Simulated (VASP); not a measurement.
# WC (P-6m2) in VASP: notebook, part 2 of 2

VASP 6.6.1. Earlier steps stand in the parts before.

## (4) Single point, PBEsol (equal xx and yy strain of +3 %)

Contents of INCAR:

```
PREC = Accurate ; ENCUT = 520
EDIFF = 1E-7 ; ISMEAR = -1
SIGMA = 0.05 ; LREAL = F
LASPH = T ; NELM = 80
ALGO = Normal ; ISIF = 2
LWAVE = F ; LCHARG = F
GGA = PS ; NBANDS = 16
```

Contents of KPOINTS:

```
regular mesh
0
Gamma
  13 13 12
```

Contents of POSCAR:

```
WC
1.0
    2.9875164791      0.0000000000      0.0000000000
   -1.4937582395      2.5872651651      0.0000000000
    0.0000000000      0.0000000000      2.8290000000
W C
1 1
Direct
    0.0000000000      0.0000000000      0.0000000000
    0.6666666667      0.3333333333      0.5000000000
```

Potentials or basis: VASP PAW PBE potentials, release 64 (W_sv, C).

Started as:

```console
$ cat potpaw_PBE.64/W_sv/POTCAR potpaw_PBE.64/C/POTCAR > POTCAR
$ mpirun -np 1 vasp_std > vasp.out
```

OUTCAR:

```text
PREC = Accurate
   ENCUT = 520
   EDIFF = 1E-7
   ISMEAR = -1
   LREAL = F
   LASPH = T
   NELM = 80
   ISIF = 2
   GGA = PS

 ion  position               nearest neighbor table
   1  0.000  0.000  0.000-   2 2.23   2 2.23   2 2.23   2 2.23   2 2.23   2 2.23
   2  0.667  0.333  0.500-   1 2.23   1 2.23   1 2.23   1 2.23   1 2.23   1 2.23

  LATTYP: Found a hexagonal cell.
 ALAT       =     2.9875164791
 C/A-ratio  =     0.9469403834

  Lattice vectors:

 A1 = (   2.9875164791,   0.0000000000,   0.0000000000)
 A2 = (  -1.4937582395,   2.5872651651,   0.0000000000)
 A3 = (   0.0000000000,   0.0000000000,   2.8290000000)

Analysis of symmetry for initial positions (statically):
=====================================================================
 Subroutine PRICEL returns:
 Original cell was already a primitive cell.

 Routine SETGRP: Setting up the symmetry group for a
 hexagonal supercell.

 Subroutine GETGRP returns: Found 12 space group operations
[... 156 lines left out ...]

 Free energy of the ion-electron system (eV)
  ---------------------------------------------------
  ext. energy  EPLUGINS =         0.00000000
  ---------------------------------------------------
  free energy    TOTEN  =       -23.80058973 eV

  energy without entropy =      -23.79763280  energy(sigma->0) =      -23.79911126

 E-fermi :  10.2093     XC(G=0): -13.6326

 val. band max:       10.2061462056   @ k =   0.0769   0.0769   0.4167
 cond. band min:      10.2275693481   @ k =   0.0769   0.0769   0.5000
 fundamental gap:      0.0214231425
 Fermi energy:        10.2092767629

 k-point     1 :       0.0000    0.0000    0.0000
  band No.  band energies     occupation
      1     -63.8356      2.00000
      2     -27.7716      2.00000
      3     -27.7716      2.00000
      4     -27.7562      2.00000
      5      -3.8398      2.00000
      6       6.1915      2.00000
[... 433 lines left out ...]
      3     -27.7990      2.00000
      4     -27.7896      2.00000
      5      -3.1370      2.00000
      6       5.8328      2.00000
[... 8 lines left out ...]
     15      23.4559      0.00000
     16      27.2884      0.00000

 [... further k-points ...]
[... 5 lines left out ...]
  --------------------------------------------------------------------------------------
  -------------------------------------------------------------------------------------
  Total       -3.4111055     -3.4111055     -1.2364169     -0.0000000      0.0000000      0.0000000
  in kB     -249.9318092   -249.9318092    -90.5923097     -0.0000000      0.0000000      0.0000000
  external PRESSURE =    -196.8186427 kB  Pullay stress =       0.0000000 kB

 VOLUME and BASIS-vectors are now :
 -----------------------------------------------------------------------------
  energy-cutoff  :      520.00
  volume of cell :       21.87
      direct lattice vectors                 reciprocal lattice vectors
     2.987516479  0.000000000  0.000000000     0.334726187  0.193254254  0.000000000
    -1.493758239  2.587265165  0.000000000     0.000000000  0.386508508  0.000000000
     0.000000000  0.000000000  2.829000000     0.000000000  0.000000000  0.353481796

 POSITION                                       TOTAL-FORCE (eV/Angst)
 -----------------------------------------------------------------------------------
      0.00000      0.00000      0.00000         0.000000     -0.000000      0.000000
      1.49376      0.86242      1.41450        -0.000000      0.000000      0.000000
 -----------------------------------------------------------------------------------
    total drift:                               -0.000000      0.000000      0.000000

  FREE ENERGIE OF THE ION-ELECTRON SYSTEM (eV)
  ---------------------------------------------------
  free  energy   TOTEN  =       -23.8005897262 eV

  energy  without entropy=      -23.7976327959  energy(sigma->0) =      -23.79911126
```

OSZICAR:

```text
N       E                     dE             d eps       ncg     rms          rms(c)
DAV:   1     0.107572797464E+03    0.10757E+03   -0.92895E+03  4720   0.124E+03
DAV:   2    -0.234981992233E+02   -0.13107E+03   -0.12652E+03  5520   0.333E+02
DAV:   3    -0.267265098252E+02   -0.32283E+01   -0.32141E+01  5264   0.497E+01
DAV:   4    -0.267448126935E+02   -0.18303E-01   -0.18302E-01  6040   0.417E+00
DAV:   5    -0.267449513707E+02   -0.13868E-03   -0.13868E-03  5280   0.350E-01    0.300E+01
DAV:   6    -0.239194784698E+02    0.28255E+01   -0.55857E+00  5736   0.250E+01    0.769E+00
DAV:   7    -0.238364508586E+02    0.83028E-01   -0.42002E-01  5008   0.498E+00    0.564E+00
DAV:   8    -0.238017217215E+02    0.34729E-01   -0.82506E-02  5272   0.235E+00    0.870E-01
DAV:   9    -0.238007881351E+02    0.93359E-03   -0.29376E-03  5064   0.463E-01    0.129E-01
DAV:  10    -0.238005888931E+02    0.19924E-03   -0.30744E-04  6000   0.204E-01    0.412E-02
DAV:  11    -0.238005902393E+02   -0.13463E-05   -0.10874E-05  5000   0.317E-02    0.790E-03
DAV:  12    -0.238005897771E+02    0.46223E-06   -0.17142E-06  5240   0.108E-02    0.983E-04
DAV:  13    -0.238005897262E+02    0.50904E-07   -0.74425E-08  3656   0.239E-03
   1 F= -.23800590E+02 E0= -.23799111E+02  d E =-.295693E-02
```

stdout:

```text
POSCAR found type information on POSCAR W C
 POSCAR found :  2 types and       2 ions
 scaLAPACK will be used
 -----------------------------------------------------------------------------
|                                                                             |
|                                                                             |
|     You enforced a specific xc type in the INCAR file but a different       |
|     I HOPE YOU KNOW WHAT YOU ARE DOING!                                     |
|                                                                             |
 -----------------------------------------------------------------------------

 LDA part: xc-table for (Slater+PW92), standard interpolation
 POSCAR, INCAR and KPOINTS ok, starting setup
 FFT: planning ... GRIDC
 FFT: planning ... GRID_SOFT
 FFT: planning ... GRID
 WAVECAR not read
 entering main loop
```

Wall time 14 s (1 thread of Intel Xeon 6975P-C (Granite Rapids), shared host); peak memory 0.17 GiB.

Results:

```
Free energy            : -23.8006 eV
Pressure               : -19.7 GPa
Band gap on the k mesh : zero (band 9 reaches 10.82 eV, above the bottom of band 10 at 9.69 eV)
```

Stress tensor (GPa, compression positive):
```
-24.99   0.00   0.00
  0.00 -24.99   0.00
  0.00   0.00  -9.06
```

Caveat: the cell differs from its parent crystal (equal xx and yy strain of +3 %); the PAW data sets were made with another functional, which shifts forces and pressure a little; spin-orbit coupling is left out, which moves the levels of the heavy elements.

## (5) Single point, PBEsol (zz strain of -3 %)

Contents of INCAR:

```
  PREC = Accurate
  ENCUT = 520
  EDIFF = 1E-6
  ISMEAR = -1
  SIGMA = 0.05
  LREAL = F
  LASPH = T
  NELM = 100
  ALGO = Normal
  ISIF = 2
  LWAVE = F
  LCHARG = T
  GGA = PS
  LELF = T
  LVHAR = T
  NBANDS = 16
```

KPOINTS is that of step 4.

Contents of POSCAR:

```
WC
1.0
    2.9005014360      0.0000000000      0.0000000000
   -1.4502507180      2.5119079273      0.0000000000
    0.0000000000      0.0000000000      2.7441300000
W C
1 1
Direct
    0.0000000000      0.0000000000      0.0000000000
    0.6666666667      0.3333333333      0.5000000000
```

Potentials or basis: VASP PAW PBE potentials, release 64 (W_sv, C).

Started as:

```console
$ cat potpaw_PBE.64/W_sv/POTCAR potpaw_PBE.64/C/POTCAR > POTCAR
$ mpirun -np 1 vasp_std > vasp.out
```

OUTCAR:

```text
PREC = Accurate
   ENCUT = 520
   EDIFF = 1E-6
   ISMEAR = -1
   LREAL = F
   LASPH = T
   NELM = 100
   ISIF = 2
   GGA = PS

 ion  position               nearest neighbor table
   1  0.000  0.000  0.000-   2 2.16   2 2.16   2 2.16   2 2.16   2 2.16   2 2.16
   2  0.667  0.333  0.500-   1 2.16   1 2.16   1 2.16   1 2.16   1 2.16   1 2.16

  LATTYP: Found a hexagonal cell.
 ALAT       =     2.9005014360
 C/A-ratio  =     0.9460881370

  Lattice vectors:

 A1 = (   2.9005014360,   0.0000000000,   0.0000000000)
[... 191 lines left out ...]
      6       6.9526      2.00000
[... 433 lines left out ...]
      3     -26.3255      2.00000
      4     -26.3192      2.00000
      5      -2.4622      2.00000
      6       6.6283      2.00000
[... 8 lines left out ...]
     15      25.4111      0.00000
     16      29.4750      0.00000

 [... further k-points ...]
[... 5 lines left out ...]
  --------------------------------------------------------------------------------------
  -------------------------------------------------------------------------------------
  Total        0.8307471      0.8307471      4.1743004     -0.0000000     -0.0000000      0.0000000
  in kB       66.5729695     66.5729695    334.5128432     -0.0000000     -0.0000000      0.0000000
  external PRESSURE =     155.8862608 kB  Pullay stress =       0.0000000 kB

 VOLUME and BASIS-vectors are now :
 -----------------------------------------------------------------------------
  energy-cutoff  :      520.00
  volume of cell :       19.99
      direct lattice vectors                 reciprocal lattice vectors
     2.900501436  0.000000000  0.000000000     0.344767973  0.199051882  0.000000000
    -1.450250718  2.511907927  0.000000000     0.000000000  0.398103764  0.000000000
     0.000000000  0.000000000  2.744130000     0.000000000  0.000000000  0.364414222

 POSITION                                       TOTAL-FORCE (eV/Angst)
 -----------------------------------------------------------------------------------
      0.00000      0.00000      0.00000         0.000000      0.000000      0.000000
      1.45025      0.83730      1.37207        -0.000000      0.000000      0.000000
 -----------------------------------------------------------------------------------
    total drift:                               -0.000000      0.000000      0.000000

  FREE ENERGIE OF THE ION-ELECTRON SYSTEM (eV)
  ---------------------------------------------------
  free  energy   TOTEN  =       -23.8380784640 eV

  energy  without entropy=      -23.8358576715  energy(sigma->0) =      -23.83696807
```

OSZICAR:

```text
N       E                     dE             d eps       ncg     rms          rms(c)
DAV:   1     0.107973543447E+03    0.10797E+03   -0.93862E+03  4712   0.126E+03
DAV:   2    -0.236158005640E+02   -0.13159E+03   -0.12709E+03  5576   0.338E+02
DAV:   3    -0.267399005378E+02   -0.31241E+01   -0.31137E+01  5184   0.494E+01
DAV:   4    -0.267554755559E+02   -0.15575E-01   -0.15574E-01  6144   0.390E+00
DAV:   5    -0.267555824544E+02   -0.10690E-03   -0.10690E-03  5184   0.309E-01    0.359E+01
DAV:   6    -0.239213010518E+02    0.28343E+01   -0.51868E+00  5688   0.248E+01    0.104E+01
DAV:   7    -0.238700831427E+02    0.51218E-01   -0.34789E-01  4920   0.454E+00    0.681E+00
DAV:   8    -0.238390795695E+02    0.31004E-01   -0.50831E-02  5328   0.179E+00    0.101E+00
DAV:   9    -0.238381835926E+02    0.89598E-03   -0.24567E-03  5192   0.357E-01    0.101E-01
DAV:  10    -0.238380803655E+02    0.10323E-03   -0.24648E-04  5648   0.186E-01    0.507E-02
DAV:  11    -0.238380792021E+02    0.11633E-05   -0.14063E-05  5480   0.349E-02    0.832E-03
DAV:  12    -0.238380784640E+02    0.73819E-06   -0.22713E-06  4632   0.120E-02
   1 F= -.23838078E+02 E0= -.23836968E+02  d E =-.222079E-02
```

stdout:

```text
POSCAR found type information on POSCAR W C
 POSCAR found :  2 types and       2 ions
 scaLAPACK will be used
 -----------------------------------------------------------------------------
|                                                                             |
|                                                                             |
|     You enforced a specific xc type in the INCAR file but a different       |
|     I HOPE YOU KNOW WHAT YOU ARE DOING!                                     |
|                                                                             |
 -----------------------------------------------------------------------------

 LDA part: xc-table for (Slater+PW92), standard interpolation
 POSCAR, INCAR and KPOINTS ok, starting setup
 FFT: planning ... GRIDC
 FFT: planning ... GRID_SOFT
 FFT: planning ... GRID
 WAVECAR not read
 entering main loop
```

Wall time 1.7 min (1 thread of AMD EPYC 7R13, shared host); peak memory 0.14 GiB.

What came out:

* Free energy: -23.8381 eV
* Pressure: 15.6 GPa
* Band gap on the k mesh: zero (band 9 reaches 12.10 eV, above the bottom of band 10 at 10.86 eV)

Stress tensor (GPa, compression positive):
```
 6.66  0.00  0.00
 0.00  6.66  0.00
 0.00  0.00 33.45
```

Caveat: the cell differs from its parent crystal (zz strain of -3 %); the PAW data sets were made with another functional, which shifts forces and pressure a little; spin-orbit coupling is left out, which moves the levels of the heavy elements.

## (6) Single point, PBEsol (zz strain of -1 %)

Contents of INCAR:

```
SYSTEM = WC
ALGO = Normal
EDIFF = 1E-7
ENCUT = 520
GGA = PS
ISIF = 2
ISMEAR = -1
LASPH = .TRUE.
LCHARG = .TRUE.
LELF = .TRUE.
LREAL = .FALSE.
LVHAR = .TRUE.
LWAVE = .FALSE.
NBANDS = 16
NELM = 60
PREC = Accurate
SIGMA = 0.05
```

Contents of KPOINTS:

```
k-points
0
G
  13 13 12
  0 0 0
```

POSCAR: that of step 5 with these lines changed.

```diff
@@ -4,3 +4,3 @@
    -1.4502507180      2.5119079273      0.0000000000
-    0.0000000000      0.0000000000      2.7441300000
+    0.0000000000      0.0000000000      2.8007100000
 W C
```

Potentials or basis: VASP PAW PBE potentials, release 64 (W_sv, C).

Started as:

```console
$ cat potpaw_PBE.64/W_sv/POTCAR potpaw_PBE.64/C/POTCAR > POTCAR
$ mpirun -np 1 vasp_std > vasp.out
```

Wall time 2 min (1 thread of AMD EPYC 7R13, shared host); peak memory 0.15 GiB.

It converged, with:

| Item | Value |
| --- | --- |
| Free energy | -23.8945 eV |
| Pressure | 5.2 GPa |
| Band gap on the k mesh | zero (band 9 reaches 11.89 eV, above the bottom of band 10 at 10.57 eV) |

Stress tensor (GPa, compression positive):
```
 2.41  0.00  0.00
 0.00  2.41  0.00
 0.00  0.00 10.66
```

Levels at points of the mesh, in eV from the Fermi level:
```tsv
k point	band 5	band 6	band 7	band 8	band 9	band 10	band 11	band 12	band 13	band 14
(0.00, 0.00, 0.00)	-14.57	-4.43	-3.49	-3.49	0.22	3.32	3.32	5.78	5.78	6.41
(0.00, 0.00, 0.50)	-10.34	-8.78	-2.17	-2.17	-0.62	-0.62	3.95	4.51	4.51	10.10
```

Caveat: the cell differs from its parent crystal (zz strain of -1 %); the PAW data sets were made with another functional, which shifts forces and pressure a little; spin-orbit coupling is left out, which moves the levels of the heavy elements.

## (7) Summary

```tsv
cell	gap on the mesh (eV)	pressure (GPa)
a = 2.842, b = 2.842, c = 2.829 Å, angles 90.0, 90.0, 120.0°, 2 atoms	none	17.8
a = 2.930, b = 2.930, c = 2.829 Å, angles 90.0, 90.0, 120.0°, 2 atoms	none	-7.0
a = 2.988, b = 2.988, c = 2.829 Å, angles 90.0, 90.0, 120.0°, 2 atoms	none	-19.7
a = 2.901, b = 2.901, c = 2.744 Å, angles 90.0, 90.0, 120.0°, 2 atoms	none	15.6
a = 2.901, b = 2.901, c = 2.801 Å, angles 90.0, 90.0, 120.0°, 2 atoms	none	5.2
```

Alike in all rows: task single point; level PBEsol; potentials or basis VASP PAW PBE potentials, release 64 (W_sv, C); no spin polarisation; k mesh 13 × 13 × 12; cutoff (eV) 520; smearing fermi-dirac 0.05 eV.

Caveats: the PAW data sets were made with another functional, which shifts forces and pressure a little; spin-orbit coupling is left out, which moves the levels of the heavy elements.

Total energies depend on the potentials used, so only differences within one code and one set of settings carry meaning.
